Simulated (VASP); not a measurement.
# ReS (Fm-3m) in VASP: further runs

The runs below take ReS through single point, with r2SCAN.

Program: VASP 6.6.1. These are calculated values, not measurements. Logs are shortened: lines on timing, memory, paths and dates and some standing lists are left out, and cuts for length are marked.

**1. The cell of the first run**

The structure is cubic, space group Fm-3m (No. 225). The conventional cell has a = 4.968 Å, b = 4.968 Å, c = 4.968 Å, α = 90.00°, β = 90.00°, γ = 90.00°. Re (site symmetry m-3m) has 6 S at 2.48 Å within 3.3 Å. S (site symmetry m-3m) has 6 Re at 2.48 Å within 3.3 Å.

**2. Single point, r2SCAN, collinear spin**

POSCAR

```
ReS
1.0
    0.0000000000      2.4842001446      2.4842001446
    2.4842001446      0.0000000000      2.4842001446
    2.4842001446      2.4842001446      0.0000000000
Re S
1 1
Direct
    0.0000000000      0.0000000000      0.0000000000
    0.5000000000      0.5000000000      0.5000000000
```

INCAR.step1

```
SYSTEM = ReS
PREC = Accurate ; ENCUT = 520
ISMEAR = 0 ; SIGMA = 0.1
LREAL = .FALSE. ; LASPH = .TRUE.
NELM = 150 ; ISPIN = 2
MAGMOM = 1.56 0 ; LMAXMIX = 4
NBANDS = 18 ; GGA = PE
ALGO = Normal ; EDIFF = 1E-4
LWAVE = .TRUE. ; LCHARG = .FALSE.
```

INCAR.step2

```
SYSTEM = ReS
PREC = Accurate ; ENCUT = 520
EDIFF = 1E-6 ; ISMEAR = 0
SIGMA = 0.1 ; LREAL = .FALSE.
LASPH = .TRUE. ; NELM = 150
ALGO = Normal ; ISIF = 2
LWAVE = .FALSE. ; LCHARG = .FALSE.
ISPIN = 2 ; MAGMOM = 1.56 0
LORBIT = 11 ; LMAXMIX = 4
METAGGA = R2SCAN ; LMIXTAU = .TRUE.
NBANDS = 18 ; ISTART = 1
```

KPOINTS

```
regular mesh
0
G
  14 14 14
  0 0 0
```

Potentials or basis: VASP PAW PBE potentials, release 64 (Re, S).

Command:

```bash
$ cat potpaw_PBE.64/Re/POTCAR potpaw_PBE.64/S/POTCAR > POTCAR
$ cp INCAR.step1 INCAR
$ mpirun -np 1 vasp_std > vasp.out
$ cp INCAR.step2 INCAR
$ mpirun -np 1 vasp_std > vasp.out
```

OUTCAR:

```text
SYSTEM = ReS
   PREC = Accurate
   ENCUT = 520
   EDIFF = 1E-6
   ISMEAR = 0
   LREAL = .FALSE.
   LASPH = .TRUE.
   NELM = 150
   ISIF = 2
   ISPIN = 2
   LORBIT = 11
   METAGGA = R2SCAN
   ISTART = 1

 ion  position               nearest neighbor table
   1  0.000  0.000  0.000-   2 2.48   2 2.48   2 2.48   2 2.48   2 2.48   2 2.48
   2  0.500  0.500  0.500-   1 2.48   1 2.48   1 2.48   1 2.48   1 2.48   1 2.48

  LATTYP: Found a face centered cubic cell.
 ALAT       =     4.9684002892

  Lattice vectors:

 A1 = (   0.0000000000,   2.4842001446,   2.4842001446)
 A2 = (   2.4842001446,   0.0000000000,   2.4842001446)
 A3 = (   2.4842001446,   2.4842001446,   0.0000000000)

Analysis of symmetry for initial positions (statically):
=====================================================================
 Subroutine PRICEL returns:
 Original cell was already a primitive cell.

 Routine SETGRP: Setting up the symmetry group for a
 face centered cubic supercell.

 Subroutine GETGRP returns: Found 48 space group operations
 (whereof 48 operations were pure point group operations)
 out of a pool of 48 trial point group operations.

The static configuration has the point symmetry O_h .

Analysis of symmetry for dynamics (positions and initial velocities):
=====================================================================
 Subroutine PRICEL returns:
 Original cell was already a primitive cell.

 Routine SETGRP: Setting up the symmetry group for a
 face centered cubic supercell.

 Subroutine GETGRP returns: Found 48 space group operations
 (whereof 48 operations were pure point group operations)
 out of a pool of 48 trial point group operations.

The dynamic configuration has the point symmetry O_h .

Analysis of structural, dynamic, and magnetic symmetry:
=====================================================================
 Subroutine PRICEL returns:
 Original cell was already a primitive cell.

 Routine SETGRP: Setting up the symmetry group for a
 face centered cubic supercell.

 Subroutine GETGRP returns: Found 48 space group operations
 (whereof 48 operations were pure point group operations)
 out of a pool of 48 trial point group operations.

The overall configuration has the point symmetry O_h .

 Subroutine INISYM returns: Found 48 space group operations
 (whereof 48 operations are pure point group operations),
 and found     1 'primitive' translations

----------------------------------------------------------------------------------------

                                     Primitive cell

  volume of cell :      30.6612

  direct lattice vectors                    reciprocal lattice vectors
     0.000000000  2.484200145  2.484200145    -0.201272028  0.201272028  0.201272028
     2.484200145  0.000000000  2.484200145     0.201272028 -0.201272028  0.201272028
     2.484200145  2.484200145  0.000000000     0.201272028  0.201272028 -0.201272028

  length of vectors
     3.513189536  3.513189536  3.513189536     0.348613378  0.348613378  0.348613378

  position of ions in fractional coordinates (direct lattice)
     0.000000000  0.000000000  0.000000000
     0.500000000  0.500000000  0.500000000

  ion indices of the primitive-cell ions
   primitive index   ion index
                 1           1
                 2           2

----------------------------------------------------------------------------------------

 KPOINTS: regular mesh

Automatic generation of k-mesh.
 Grid dimensions read from file:
 generate k-points for:   14   14   14

 Generating k-lattice:

  Cartesian coordinates                     Fractional coordinates (reciprocal lattice)
    -0.014376573  0.014376573  0.014376573     0.071428571  0.000000000  0.000000000
     0.014376573 -0.014376573  0.014376573     0.000000000  0.071428571  0.000000000
     0.014376573  0.014376573 -0.014376573     0.000000000  0.000000000  0.071428571

  Length of vectors
     0.024900956  0.024900956  0.024900956

  Shift w.r.t. Gamma in fractional coordinates (k-lattice)
     0.000000000  0.000000000  0.000000000

 Subroutine IBZKPT returns following result:
 ===========================================

 Found    104 irreducible k-points:

 Following reciprocal coordinates:
            Coordinates               Weight
  0.000000  0.000000  0.000000      1.000000
  0.071429  0.000000  0.000000      8.000000
  0.142857  0.000000  0.000000      8.000000
  0.214286  0.000000  0.000000      8.000000
  0.285714  0.000000  0.000000      8.000000
  0.357143  0.000000  0.000000      8.000000
[... 16 lines left out ...]
  0.214286  0.142857  0.000000     24.000000
  0.285714  0.142857  0.000000     24.000000
 [... further k-points ...]
   k-points           NKPTS =    104   k-points in BZ     NKDIM =    104   number of bands    NBANDS=     18
   number of dos      NEDOS =    301   number of ions     NIONS =      2
   total plane-waves  NPLWV =  21952
   dimension x,y,z NGX =    28 NGY =   28 NGZ =   28
   dimension x,y,z NGXF=    56 NGYF=   56 NGZF=   56
   ions per type =               1   1
   NGX,Y,Z   is equivalent  to a cutoff of  13.25, 13.25, 13.25 a.u.
   NGXF,Y,Z  is equivalent  to a cutoff of  26.50, 26.50, 26.50 a.u.
 SYSTEM =  ReS
   PREC   = accura    normal or accurate (medium, high low for compatibility)
   ISTART =      1    job   : 0-new  1-cont  2-samecut
   ICHARG =      0    charge: 1-file 2-atom 10-const
   ISPIN  =      2    spin polarized calculation?
   LNONCOLLINEAR =      F non collinear calculations
   LSORBIT =      F    spin-orbit coupling
   LASPH  =      T    aspherical Exc in radial PAW
   ENCUT  =  520.0 eV  38.22 Ry    6.18 a.u.   6.53  6.53  6.53*2*pi/ulx,y,z
   NELM   =    150;   NELMIN=  2; NELMDL=  0     # of ELM steps
   EDIFF  = 0.1E-05   stopping-criterion for ELM
   LREAL  =      F    real-space projection
   EDIFFG = 0.1E-04   stopping-criterion for IOM
   NSW    =      0    number of steps for IOM
   IBRION =     -1    ionic relax: 0-MD 1-quasi-New 2-CG
   NFREE  =      0    steps in history (QN), initial steepest desc. (CG)
   ISIF   =      2    stress and relaxation
   ISYM   =      2    0-nonsym 1-usesym 2-fastsym
   POTIM  = 0.5000    time-step for ionic-motion
   TEBEG  =    0.0;   TEEND  =   0.0 temperature during run
   PSTRESS=    0.0 pullay stress
   NELECT =      13.0000    total number of electrons
   NUPDOWN=      -1.0000    fix difference up-down
   EMIN   =  10.00;   EMAX   =-10.00  energy-range for DOS
   EFERMI =   0.00;   METHOD = LEGACY
   ISMEAR =     0;   SIGMA  =   0.10  broadening in eV -4-tet -1-fermi 0-gaus
   EFERMI_NEDOS =   21; number of points for ismear=-14 and -15
   IALGO  =     38    algorithm
   IMIX   =      4    mixing-type and parameters
     AMIX     =   0.40;   BMIX     =  1.00
     AMIX_MAG =   1.60;   BMIX_MAG =  1.00
  volume/ion in A,a.u.               =      15.33       103.46
  Fermi-wavevector in a.u.,A,eV,Ry     =   1.229870  2.324118 20.579918  1.512581
  Thomas-Fermi vector in A             =   2.364741
   LORBIT       =     11    0 simple, 1 ext, 2 COOP (PROOUT), +10 PAW based schemes
   METAGGA = R2SCAN    functional components
   LHFCALC =     F    Hartree Fock is set to
   AEXX    =    0.0000 exact exchange contribution
   IVDW    =     0    specifies the selected vdW correction
   LEPSILON=     F    determine dielectric tensor
   LRPA    =     F    only Hartree local field effects (RPA)
 spin polarized calculation
 Gauss-broadening in eV      SIGMA  =   0.10
  energy-cutoff  :      520.00
  volume of cell :       30.66
 maximum number of plane-waves:       869
 NGX is ok and might be reduce to    28
   NGX = 13   NGY = 13   NGZ = 13

 number of electron      13.0000002 magnetization       1.9839999

 Free energy of the ion-electron system (eV)
  ---------------------------------------------------
  ext. energy  EPLUGINS =         0.00000000
  ---------------------------------------------------
  free energy    TOTEN  =       -58.64926116 eV

  energy without entropy =      -58.64354268  energy(sigma->0) =      -58.64640192

 E-fermi :   8.7696     XC(G=0): -13.0079

 val. band max:        8.7578266269   @ k =   0.5000   0.3571   0.1429
 cond. band min:       8.7740094122   @ k =   0.3571   0.0714   0.0000
 fundamental gap:      0.0161827854
 Fermi energy:         8.7695524182

 spin component 1

 k-point     1 :       0.0000    0.0000    0.0000
  band No.  band energies     occupation
      1      -8.9169      1.00000
      2       5.1218      1.00000
      3       5.1218      1.00000
      4       5.1218      1.00000
      5       5.4192      1.00000
      6       5.4192      1.00000
[... 10 lines left out ...]
     17      25.6320      0.00000
     18      27.1024      0.00000
[... 463 lines left out ...]
 k-point    24 :       0.2857    0.1429    0.0000
  band No.  band energies     occupation
      1      -7.9193      1.00000
      2       1.0488      1.00000
      3       2.7825      1.00000
      4       3.1447      1.00000
      5       5.2087      1.00000
      6       6.6528      1.00000
[... 10 lines left out ...]
     17      27.7203      0.00000
     18      29.9168      0.00000

 [... further k-points ...]

 spin component 2

 k-point     1 :       0.0000    0.0000    0.0000
  band No.  band energies     occupation
      1      -8.7820      1.00000
      2       5.4917      1.00000
      3       5.4917      1.00000
      4       5.4917      1.00000
      5       6.7565      1.00000
      6       6.7566      1.00000
[... 10 lines left out ...]
     17      26.8407      0.00000
     18      27.4454      0.00000
[... 463 lines left out ...]
 k-point    24 :       0.2857    0.1429    0.0000
  band No.  band energies     occupation
      1      -7.8075      1.00000
      2       1.4301      1.00000
      3       3.2656      1.00000
      4       3.5805      1.00000
      5       6.6555      1.00000
      6       7.9739      1.00000
[... 10 lines left out ...]
     17      28.4552      0.00000
     18      30.6065      0.00000

 [... further k-points ...]

------------------------ aborting loop because EDIFF is reached ----------------------------------------

  FORCE on cell =-STRESS in cart. coord.  units (eV):
  Direction    XX          YY          ZZ          XY          YZ          ZX
  --------------------------------------------------------------------------------------
  -------------------------------------------------------------------------------------
  Total        0.2092708      0.2092708      0.2092708     -0.0000000     -0.0000000     -0.0000000
  in kB       10.9352672     10.9352672     10.9352672     -0.0000000     -0.0000000     -0.0000000
  external PRESSURE =      10.9352672 kB  Pullay stress =       0.0000000 kB

 VOLUME and BASIS-vectors are now :
 -----------------------------------------------------------------------------
  energy-cutoff  :      520.00
  volume of cell :       30.66
      direct lattice vectors                 reciprocal lattice vectors
     0.000000000  2.484200145  2.484200145    -0.201272028  0.201272028  0.201272028
     2.484200145  0.000000000  2.484200145     0.201272028 -0.201272028  0.201272028
     2.484200145  2.484200145  0.000000000     0.201272028  0.201272028 -0.201272028

 POSITION                                       TOTAL-FORCE (eV/Angst)
 -----------------------------------------------------------------------------------
      0.00000      0.00000      0.00000         0.000000      0.000000     -0.000000
      2.48420      2.48420      2.48420         0.000000      0.000000      0.000000
 -----------------------------------------------------------------------------------
    total drift:                                0.000000      0.000000      0.000000

  FREE ENERGIE OF THE ION-ELECTRON SYSTEM (eV)
  ---------------------------------------------------
  free  energy   TOTEN  =       -58.6492611559 eV

  energy  without entropy=      -58.6435426755  energy(sigma->0) =      -58.64640192

 total charge

# of ion       s       p       d       tot
------------------------------------------
    1        0.444   0.382   4.999   5.825
    2        1.293   2.398   0.000   3.691
--------------------------------------------------
tot          1.737   2.780   4.999   9.516

 magnetization (x)

# of ion       s       p       d       tot
------------------------------------------
    1        0.087   0.010   1.856   1.953
    2        0.009   0.028   0.000   0.037
--------------------------------------------------
tot          0.096   0.038   1.856   1.990
```

Wall time 14 min (1 thread of Intel Xeon 8259CL, shared host); peak memory 0.25 GiB.

What came out:

- Free energy: -58.6493 eV
- Pressure: 1.1 GPa
- Net moment: 1.98 μB per cell
- Site moments: Re +1.95; S +0.04 μB
- Valence electrons inside the program's atomic spheres: Re 5.83; S 3.69

Caveat: the PAW data sets were made with another functional, which shifts forces and pressure a little; spin-orbit coupling is left out, which moves the levels of the heavy elements.

**3. Single point, r2SCAN, collinear spin**

POSCAR is that of step 2.

INCAR.step1

```
SYSTEM = ReS
PREC = Accurate
ENCUT = 520
ISMEAR = 0
SIGMA = 0.1
LREAL = .FALSE.
LASPH = .TRUE.
NELM = 150
ISPIN = 2
MAGMOM = 2 0
LMAXMIX = 4
NBANDS = 18
GGA = PE
ALGO = Normal
EDIFF = 1E-4
LWAVE = .TRUE.
LCHARG = .FALSE.
```

INCAR.step2

```
SYSTEM = ReS
PREC = Accurate
ENCUT = 520
EDIFF = 1E-7
ISMEAR = 0
SIGMA = 0.1
LREAL = .FALSE.
LASPH = .TRUE.
NELM = 150
ALGO = Normal
ISIF = 2
LWAVE = .FALSE.
LCHARG = .FALSE.
ISPIN = 2
MAGMOM = 2 0
LORBIT = 11
LMAXMIX = 4
METAGGA = R2SCAN
LMIXTAU = .TRUE.
NBANDS = 18
ISTART = 1
```

KPOINTS is that of step 2.

Potentials or basis: VASP PAW PBE potentials, release 64 (Re, S).

Command:

```bash
$ cat potpaw_PBE.64/Re/POTCAR potpaw_PBE.64/S/POTCAR > POTCAR
$ cp INCAR.step1 INCAR
$ mpirun -np 1 vasp_std > vasp.out
$ cp INCAR.step2 INCAR
$ mpirun -np 1 vasp_std > vasp.out
```

Run time: 16 min. Hardware: 1 thread of Intel Xeon 8259CL, shared host; peak memory 0.25 GiB.

It converged, with:

- Free energy: -58.6493 eV
- Pressure: 1.1 GPa
- Net moment: 1.98 μB per cell
- Site moments: Re +1.95; S +0.04 μB
- Valence electrons inside the program's atomic spheres: Re 5.83; S 3.69

Levels at points of the mesh, in eV from the Fermi level:
Spin up:
```tsv
k point	band 4	band 5	band 6	band 7	band 8	band 9	band 10	band 11	band 12	band 13
(0.00, 0.00, 0.00)	-3.65	-3.35	-3.35	-3.35	-2.83	-2.83	2.28	9.59	13.00	13.00
(0.50, 0.00, 0.00)	-7.18	-1.31	-1.31	-0.72	2.61	4.92	4.92	6.11	6.11	10.58
(0.50, 0.50, 0.00)	-4.90	-4.90	-1.78	-0.67	-0.67	-0.08	2.08	11.08	11.14	14.03
```
Spin down:
```tsv
k point	band 3	band 4	band 5	band 6	band 7	band 8
(0.00, 0.00, 0.00)	-3.28	-3.28	-2.01	-2.01	-2.01	-1.94
(0.50, 0.00, 0.00)	-6.74	-6.74	0.71	0.71	1.22	2.92
(0.50, 0.50, 0.00)	-4.83	-4.83	-3.99	-0.83	1.00	1.55
```

Caveat: the PAW data sets were made with another functional, which shifts forces and pressure a little; spin-orbit coupling is left out, which moves the levels of the heavy elements.

**4. Single point, r2SCAN, collinear spin**

POSCAR is that of step 3.

INCAR.step1, as its differences from that of step 3:

```diff
@@ -9,3 +9,3 @@
 ISPIN = 2
-MAGMOM = 2 0
+MAGMOM = 3.5 0
 LMAXMIX = 4
```

INCAR.step2, as its differences from that of step 3:

```diff
@@ -14,3 +14,3 @@
 ISPIN = 2
-MAGMOM = 2 0
+MAGMOM = 3.5 0
 LORBIT = 11
```

KPOINTS is that of step 3.

Command:

```bash
$ cat potpaw_PBE.64/Re/POTCAR potpaw_PBE.64/S/POTCAR > POTCAR
$ cp INCAR.step1 INCAR
$ mpirun -np 1 vasp_std > vasp.out
$ cp INCAR.step2 INCAR
$ mpirun -np 1 vasp_std > vasp.out
```

Run time: 17 min. Hardware: 1 thread of Intel Xeon 8259CL, shared host; peak memory 0.26 GiB.

Results (log left out):

```yaml
Free_energy: -58.6493 eV
Pressure: 1.1 GPa
Net_moment: 1.98 μB per cell
Site_moments: Re +1.95; S +0.04 μB
Valence_electrons_inside_the_program's_atomic_spheres: Re 5.83; S 3.69
```

Levels at points of the mesh, in eV from the Fermi level:
Spin up:
| k point | band 4 | band 5 | band 6 | band 7 | band 8 | band 9 | band 10 | band 11 | band 12 | band 13 |
| --- | --- | --- | --- | --- | --- | --- | --- | --- | --- | --- |
| (0.00, 0.00, 0.00) | -3.65 | -3.35 | -3.35 | -3.35 | -2.83 | -2.83 | 2.28 | 9.59 | 13.00 | 13.00 |
| (0.50, 0.00, 0.00) | -7.18 | -1.31 | -1.31 | -0.72 | 2.61 | 4.92 | 4.92 | 6.11 | 6.11 | 10.58 |
| (0.50, 0.50, 0.00) | -4.90 | -4.90 | -1.78 | -0.67 | -0.67 | -0.08 | 2.08 | 11.08 | 11.14 | 14.03 |
Spin down:
| k point | band 2 | band 3 | band 4 | band 5 | band 6 | band 7 | band 8 | band 9 |
| --- | --- | --- | --- | --- | --- | --- | --- | --- |
| (0.00, 0.00, 0.00) | -3.28 | -3.28 | -3.28 | -2.01 | -2.01 | -2.01 | -1.94 | -1.94 |
| (0.50, 0.00, 0.00) | -9.51 | -6.74 | -6.74 | 0.71 | 0.71 | 1.22 | 2.92 | 5.66 |
| (0.50, 0.50, 0.00) | -7.40 | -4.83 | -4.83 | -3.99 | -0.83 | 1.00 | 1.55 | 1.55 |

Caveat: the PAW data sets were made with another functional, which shifts forces and pressure a little; spin-orbit coupling is left out, which moves the levels of the heavy elements.

[end of part 1 of 2]
